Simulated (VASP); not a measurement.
# FeNi3 (Pm-3m) in VASP: further runs

The runs below take FeNi3 through single point, with PBE.

Everything below comes from runs of VASP 6.6.1. Logs are shortened: lines on timing, memory, paths and dates and some standing lists are left out, and cuts for length are marked.

**1. The cell of the first run**

Symmetry: Pm-3m, No. 221, cubic system. The conventional cell has a = 3.521 Å, b = 3.521 Å, c = 3.521 Å, α = 90.00°, β = 90.00°, γ = 90.00°. Fe (site symmetry m-3m) has 12 Ni at 2.49 Å within 3.3 Å. Within 3.3 Å of Ni (site symmetry 4/mmm) lie 4 Fe at 2.49 Å and 8 Ni at 2.49 Å.

**2. Single point, PBE, collinear spin, ferromagnetic start**

INCAR reads:

```
SYSTEM = FeNi3
  PREC = Accurate
  ENCUT = 520
  EDIFF = 1E-6
  ISMEAR = 0
  SIGMA = 0.1
  LREAL = .False.
  LASPH = .True.
  NELM = 150
  ALGO = Normal
  ISIF = 2
  LWAVE = .False.
  LCHARG = .True.
  ISPIN = 2
  MAGMOM = 3.2 0.75 0.75 0.75
  LORBIT = 11
  LMAXMIX = 4
  GGA = PE
  LELF = .True.
  LVHAR = .True.
  NBANDS = 31
```

KPOINTS reads:

```
regular mesh
0
Gamma
  12 12 12
  0 0 0
```

POSCAR reads:

```
FeNi3
1.0
    3.5205842699      0.0000000000      0.0000000000
    0.0000000000      3.5205842699      0.0000000000
    0.0000000000      0.0000000000      3.5205842699
Fe Ni
1 3
Direct
    0.0000000000      0.0000000000      0.0000000000
    0.0000000000      0.5000000000      0.5000000000
    0.5000000000      0.5000000000      0.0000000000
    0.5000000000      0.0000000000      0.5000000000
```

Potentials or basis: VASP PAW PBE potentials, release 64 (Fe, Ni).

Started as:

```sh
cat potpaw_PBE.64/Fe/POTCAR potpaw_PBE.64/Ni/POTCAR > POTCAR
mpirun -np 1 vasp_std > vasp.out
```

OUTCAR:

```text
SYSTEM = FeNi3
   PREC = Accurate
   ENCUT = 520
   EDIFF = 1E-6
   ISMEAR = 0
   LREAL = .False.
   LASPH = .True.
   NELM = 150
   ISIF = 2
   ISPIN = 2
   LORBIT = 11
   GGA = PE

 ion  position               nearest neighbor table
   1  0.000  0.000  0.000-   2 2.49   3 2.49   4 2.49   2 2.49   4 2.49   2 2.49   3 2.49   2 2.49
                             3 2.49   4 2.49   4 2.49   3 2.49
   2  0.000  0.500  0.500-   1 2.49   3 2.49   4 2.49   1 2.49   3 2.49   1 2.49   4 2.49   1 2.49
                             3 2.49   4 2.49   3 2.49   4 2.49
   3  0.500  0.500  0.000-   1 2.49   2 2.49   4 2.49   2 2.49   4 2.49   1 2.49   4 2.49   4 2.49
                             1 2.49   2 2.49   2 2.49   1 2.49
   4  0.500  0.000  0.500-   1 2.49   2 2.49   3 2.49   1 2.49   3 2.49   2 2.49   3 2.49   3 2.49
                             1 2.49   2 2.49   1 2.49   2 2.49

  LATTYP: Found a simple cubic cell.
 ALAT       =     3.5205842699

  Lattice vectors:

 A1 = (   3.5205842699,   0.0000000000,   0.0000000000)
 A2 = (   0.0000000000,   3.5205842699,   0.0000000000)
 A3 = (   0.0000000000,   0.0000000000,   3.5205842699)

Analysis of symmetry for initial positions (statically):
=====================================================================
 Subroutine PRICEL returns:
 Original cell was already a primitive cell.

 Routine SETGRP: Setting up the symmetry group for a
 simple cubic supercell.

 Subroutine GETGRP returns: Found 48 space group operations
 (whereof 48 operations were pure point group operations)
 out of a pool of 48 trial point group operations.

The static configuration has the point symmetry O_h .

Analysis of symmetry for dynamics (positions and initial velocities):
=====================================================================
 Subroutine PRICEL returns:
 Original cell was already a primitive cell.

 Routine SETGRP: Setting up the symmetry group for a
 simple cubic supercell.

 Subroutine GETGRP returns: Found 48 space group operations
 (whereof 48 operations were pure point group operations)
 out of a pool of 48 trial point group operations.

The dynamic configuration has the point symmetry O_h .

Analysis of structural, dynamic, and magnetic symmetry:
=====================================================================
 Subroutine PRICEL returns:
 Original cell was already a primitive cell.

 Routine SETGRP: Setting up the symmetry group for a
 simple cubic supercell.

 Subroutine GETGRP returns: Found 48 space group operations
 (whereof 48 operations were pure point group operations)
 out of a pool of 48 trial point group operations.

The overall configuration has the point symmetry O_h .

 Subroutine INISYM returns: Found 48 space group operations
 (whereof 48 operations are pure point group operations),
 and found     1 'primitive' translations

----------------------------------------------------------------------------------------

                                     Primitive cell

  volume of cell :      43.6359

  direct lattice vectors                    reciprocal lattice vectors
     3.520584270  0.000000000  0.000000000     0.284043762  0.000000000  0.000000000
     0.000000000  3.520584270  0.000000000     0.000000000  0.284043762  0.000000000
     0.000000000  0.000000000  3.520584270     0.000000000  0.000000000  0.284043762

  length of vectors
     3.520584270  3.520584270  3.520584270     0.284043762  0.284043762  0.284043762

  position of ions in fractional coordinates (direct lattice)
     0.000000000  0.000000000  0.000000000
     0.000000000  0.500000000  0.500000000
     0.500000000  0.500000000  0.000000000
     0.500000000  0.000000000  0.500000000

  ion indices of the primitive-cell ions
   primitive index   ion index
                 1           1
                 2           2
                 3           3
                 4           4

----------------------------------------------------------------------------------------

 KPOINTS: regular mesh

Automatic generation of k-mesh.
 Grid dimensions read from file:
 generate k-points for:   12   12   12

 Generating k-lattice:

  Cartesian coordinates                     Fractional coordinates (reciprocal lattice)
     0.023670313  0.000000000  0.000000000     0.083333333  0.000000000  0.000000000
     0.000000000  0.023670313  0.000000000     0.000000000  0.083333333  0.000000000
     0.000000000  0.000000000  0.023670313     0.000000000  0.000000000  0.083333333

  Length of vectors
     0.023670313  0.023670313  0.023670313

  Shift w.r.t. Gamma in fractional coordinates (k-lattice)
     0.000000000  0.000000000  0.000000000

 Subroutine IBZKPT returns following result:
 ===========================================

 Found     84 irreducible k-points:

 Following reciprocal coordinates:
            Coordinates               Weight
  0.000000  0.000000  0.000000      1.000000
  0.083333  0.000000  0.000000      6.000000
  0.166667  0.000000  0.000000      6.000000
  0.250000  0.000000  0.000000      6.000000
  0.333333  0.000000  0.000000      6.000000
  0.416667  0.000000  0.000000      6.000000
[... 16 lines left out ...]
  0.333333  0.333333  0.000000     12.000000
  0.416667  0.333333  0.000000     24.000000
 [... further k-points ...]
   k-points           NKPTS =     84   k-points in BZ     NKDIM =     84   number of bands    NBANDS=     31
   number of dos      NEDOS =    301   number of ions     NIONS =      4
   total plane-waves  NPLWV =  21952
   dimension x,y,z NGX =    28 NGY =   28 NGZ =   28
   dimension x,y,z NGXF=    56 NGYF=   56 NGZF=   56
   ions per type =               1   3
   NGX,Y,Z   is equivalent  to a cutoff of  13.22, 13.22, 13.22 a.u.
   NGXF,Y,Z  is equivalent  to a cutoff of  26.44, 26.44, 26.44 a.u.
 SYSTEM =  FeNi3
   PREC   = accura    normal or accurate (medium, high low for compatibility)
   ISTART =      0    job   : 0-new  1-cont  2-samecut
   ICHARG =      2    charge: 1-file 2-atom 10-const
   ISPIN  =      2    spin polarized calculation?
   LNONCOLLINEAR =      F non collinear calculations
   LSORBIT =      F    spin-orbit coupling
   LASPH  =      T    aspherical Exc in radial PAW
   ENCUT  =  520.0 eV  38.22 Ry    6.18 a.u.   6.55  6.55  6.55*2*pi/ulx,y,z
   NELM   =    150;   NELMIN=  2; NELMDL= -5     # of ELM steps
   EDIFF  = 0.1E-05   stopping-criterion for ELM
   LREAL  =      F    real-space projection
[... 7 lines left out ...]
   TEBEG  =    0.0;   TEEND  =   0.0 temperature during run
   PSTRESS=    0.0 pullay stress
   NELECT =      38.0000    total number of electrons
   NUPDOWN=      -1.0000    fix difference up-down
   EMIN   =  10.00;   EMAX   =-10.00  energy-range for DOS
   EFERMI =   0.00;   METHOD = LEGACY
   ISMEAR =     0;   SIGMA  =   0.10  broadening in eV -4-tet -1-fermi 0-gaus
   EFERMI_NEDOS =   21; number of points for ismear=-14 and -15
   IALGO  =     38    algorithm
   IMIX   =      4    mixing-type and parameters
     AMIX     =   0.40;   BMIX     =  1.00
     AMIX_MAG =   1.60;   BMIX_MAG =  1.00
  volume/ion in A,a.u.               =      10.91        73.62
  Fermi-wavevector in a.u.,A,eV,Ry     =   1.563344  2.954292 33.253254  2.444045
  Thomas-Fermi vector in A             =   2.666129
   LORBIT       =     11    0 simple, 1 ext, 2 COOP (PROOUT), +10 PAW based schemes
   GGA     = PE    functional components
   LHFCALC =     F    Hartree Fock is set to
   AEXX    =    0.0000 exact exchange contribution
   IVDW    =     0    specifies the selected vdW correction
   LEPSILON=     F    determine dielectric tensor
   LRPA    =     F    only Hartree local field effects (RPA)
 spin polarized calculation
 Gauss-broadening in eV      SIGMA  =   0.10
  energy-cutoff  :      520.00
  volume of cell :       43.64
 maximum number of plane-waves:      1208
 NGX is ok and might be reduce to    28
   NGX = 13   NGY = 13   NGZ = 13

 number of electron      37.9999981 magnetization       4.7683849

 Free energy of the ion-electron system (eV)
  ---------------------------------------------------
  ext. energy  EPLUGINS =         0.00000000
  ---------------------------------------------------
  free energy    TOTEN  =       -24.99910449 eV

  energy without entropy =      -24.98454477  energy(sigma->0) =      -24.99182463

 E-fermi :   8.8394     XC(G=0): -13.2642

 val. band max:        8.8334122039   @ k =   0.4167   0.2500   0.2500
 cond. band min:       8.8473976548   @ k =   0.5000   0.0833   0.0000
 fundamental gap:      0.0139854509
 Fermi energy:         8.8394413034

 spin component 1

 k-point     1 :       0.0000    0.0000    0.0000
  band No.  band energies     occupation
      1      -0.3642      1.00000
      2       3.4385      1.00000
      3       3.4385      1.00000
      4       4.0977      1.00000
      5       4.1899      1.00000
      6       4.1899      1.00000
[... 23 lines left out ...]
     30      23.2124      0.00000
     31      23.7183      0.00000
[... 751 lines left out ...]
      1       2.8608      1.00000
      2       3.9874      1.00000
      3       4.5387      1.00000
      4       4.8229      1.00000
      5       4.9911      1.00000
      6       5.0807      1.00000
[... 23 lines left out ...]
     30      22.6787      0.00000
     31      23.7396      0.00000

 [... further k-points ...]

 spin component 2

 k-point     1 :       0.0000    0.0000    0.0000
  band No.  band energies     occupation
      1      -0.3167      1.00000
      2       4.4691      1.00000
      3       4.4692      1.00000
      4       4.4764      1.00000
      5       5.1814      1.00000
      6       5.1814      1.00000
[... 23 lines left out ...]
     30      23.1545      0.00000
     31      24.0841      0.00000
[... 751 lines left out ...]
      1       2.9988      1.00000
      2       4.3628      1.00000
      3       5.2330      1.00000
      4       5.6378      1.00000
      5       5.9554      1.00000
      6       6.0559      1.00000
[... 23 lines left out ...]
     30      23.0163      0.00000
     31      24.1354      0.00000

 [... further k-points ...]
[... 5 lines left out ...]
  --------------------------------------------------------------------------------------
  -------------------------------------------------------------------------------------
  Total        1.0847881      1.0847881      1.0847881     -0.0000000     -0.0000000      0.0000000
  in kB       39.8300863     39.8300863     39.8300863     -0.0000000     -0.0000000      0.0000000
  external PRESSURE =      39.8300863 kB  Pullay stress =       0.0000000 kB

 VOLUME and BASIS-vectors are now :
 -----------------------------------------------------------------------------
  energy-cutoff  :      520.00
  volume of cell :       43.64
      direct lattice vectors                 reciprocal lattice vectors
     3.520584270  0.000000000  0.000000000     0.284043762  0.000000000  0.000000000
     0.000000000  3.520584270  0.000000000     0.000000000  0.284043762  0.000000000
     0.000000000  0.000000000  3.520584270     0.000000000  0.000000000  0.284043762

 POSITION                                       TOTAL-FORCE (eV/Angst)
 -----------------------------------------------------------------------------------
      0.00000      0.00000      0.00000         0.000000      0.000000      0.000000
      0.00000      1.76029      1.76029         0.000000      0.000000      0.000000
      1.76029      1.76029      0.00000         0.000000      0.000000      0.000000
      1.76029      0.00000      1.76029         0.000000      0.000000      0.000000
 -----------------------------------------------------------------------------------
    total drift:                                0.000000      0.000000      0.000000

  FREE ENERGIE OF THE ION-ELECTRON SYSTEM (eV)
  ---------------------------------------------------
  free  energy   TOTEN  =       -24.9991044927 eV

  energy  without entropy=      -24.9845447662  energy(sigma->0) =      -24.99182463

 total charge

# of ion       s       p       d       tot
------------------------------------------
    1        0.482   0.519   6.127   7.128
    2        0.512   0.528   8.332   9.373
    3        0.512   0.528   8.332   9.373
    4        0.512   0.528   8.332   9.373
--------------------------------------------------
tot          2.019   2.104  31.124  35.247

 magnetization (x)

# of ion       s       p       d       tot
------------------------------------------
    1        0.012   0.002   2.871   2.885
    2       -0.015  -0.043   0.691   0.634
    3       -0.015  -0.043   0.691   0.634
    4       -0.015  -0.043   0.691   0.634
--------------------------------------------------
tot         -0.034  -0.126   4.946   4.786
```

It took 4.4 min on 1 thread of Intel Xeon 8259CL, shared host; peak memory 0.3 GiB.

What came out:

* Free energy: -24.9991 eV
* Pressure: 4.0 GPa
* Net moment: 4.77 μB per cell
* Site moments: Fe +2.88; Ni +0.63 μB
* Valence electrons inside the program's atomic spheres: Fe 7.13; Ni 9.37

Caveat: the cell stands under pressure.

**3. Single point, PBE, collinear spin, ferromagnetic start**

This run uses another cell than the first one, of 11.07 Å³/atom.

INCAR reads:

```
SYSTEM = FeNi3
PREC = Accurate
ENCUT = 520
EDIFF = 1E-6
ISMEAR = 0
SIGMA = 0.1
LREAL = .FALSE.
LASPH = .TRUE.
NELM = 150
ALGO = Normal
ISIF = 2
LWAVE = .FALSE.
LCHARG = .TRUE.
ISPIN = 2
MAGMOM = 3.2 0.75 0.75 0.75
LORBIT = 11
LMAXMIX = 4
GGA = PE
LELF = .TRUE.
LVHAR = .TRUE.
NBANDS = 31
```

KPOINTS reads:

```
Automatic mesh
0
G
  12 12 12
  0 0 0
```

POSCAR reads:

```
FeNi3
1.0
    3.5377727345      0.0000000000      0.0000000000
    0.0000000000      3.5377727345      0.0000000000
    0.0000000000      0.0000000000      3.5377727345
Fe Ni
1 3
Direct
    0.0000000000      0.0000000000      0.0000000000
    0.0000000000      0.5000000000      0.5000000000
    0.5000000000      0.5000000000      0.0000000000
    0.5000000000      0.0000000000      0.5000000000
```

Potentials or basis: VASP PAW PBE potentials, release 64 (Fe, Ni).

Started as:

```sh
cat potpaw_PBE.64/Fe/POTCAR potpaw_PBE.64/Ni/POTCAR > POTCAR
mpirun -np 1 vasp_std > vasp.out
```

Run time: 4.6 min. Hardware: 1 thread of Intel Xeon 8259CL, shared host; peak memory 0.29 GiB.

Results (log left out):

```yaml
Free_energy: -25.0086 eV
Pressure: 1.0 GPa
Net_moment: 4.78 μB per cell
Site_moments: Fe +2.90; Ni +0.64 μB
Valence_electrons_inside_the_program's_atomic_spheres: Fe 7.10; Ni 9.35
```

Levels at points of the mesh, in eV from the Fermi level:
Spin up:
| k point | band 18 | band 19 | band 20 | band 21 | band 22 | band 23 | band 24 | band 25 |
| --- | --- | --- | --- | --- | --- | --- | --- | --- |
| (0.00, 0.00, 0.00) | -0.72 | -0.63 | -0.63 | -0.63 | 2.26 | 2.26 | 2.26 | 8.90 |
| (0.50, 0.00, 0.00) | -1.55 | -1.42 | -1.05 | -0.72 | -0.63 | 7.52 | 7.52 | 7.55 |
| (0.50, 0.50, 0.00) | -1.72 | -1.53 | -1.49 | 0.74 | 0.74 | 0.79 | 0.80 | 11.19 |
| (0.50, 0.50, 0.50) | -0.80 | -0.80 | -0.80 | -0.51 | -0.51 | -0.51 | -0.38 | 5.46 |
Spin down:
```
           k point  band 14  band 15  band 16  band 17  band 18  band 19  band 20  band 21
(0.00, 0.00, 0.00)     0.28     0.28     0.28     0.99     0.99     1.25     1.25     1.25
(0.50, 0.00, 0.00)    -0.96    -0.87    -0.41    -0.14    -0.14     0.28     0.51     0.61
(0.50, 0.50, 0.00)    -1.23    -1.21    -0.81    -0.67     0.16     0.16     0.39     1.41
(0.50, 0.50, 0.50)    -0.46    -0.46    -0.46     0.06     0.06     0.06     0.79     0.79
```
